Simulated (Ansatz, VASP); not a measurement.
## Two plane-wave programs on Sn3PbS4

```
Sn Pb S
1.0
     4.16619   -5.89109    0.00000
     4.16619    5.89109    0.00000
     0.00000    0.00000    4.16556
Sn Pb S
3 1 4
Direct
  0.00000 0.50000 0.00000
  0.00000 0.00000 0.50000
  0.50000 0.00000 0.00000
  0.50000 0.50000 0.50000
  0.75559 0.75559 0.00000
  0.75274 0.24726 0.50000
  0.24726 0.75274 0.50000
  0.24441 0.24441 0.00000
```

Alike in both runs: functional PBE; k mesh 6 × 6 × 10; occupations gaussian, width 0.1 eV; no spin polarisation.

Ansatz relaxed the structure, and its values are those at the end. VASP's run is a single point on that final structure, the one shown.

```csv
,VASP,Ansatz
version,VASP 6.6.1,Ansatz 0.2.0
potentials or method,"VASP PAW PBE potentials, release 64 (Sn_d, Pb_d, S), cutoff 520 eV","scalar-relativistic, plane waves, PAW"
valence electrons in the cell,80,80
```

```csv
,VASP,Ansatz,Ansatz less VASP
gap on the k mesh at the Fermi level (eV),0.08,0.08,+0.004
least direct gap on the mesh (eV),0.08,0.08,+0.004
pressure (GPa),-0.1,0.0,+0.07
```

Neither program's run includes spin-orbit coupling.
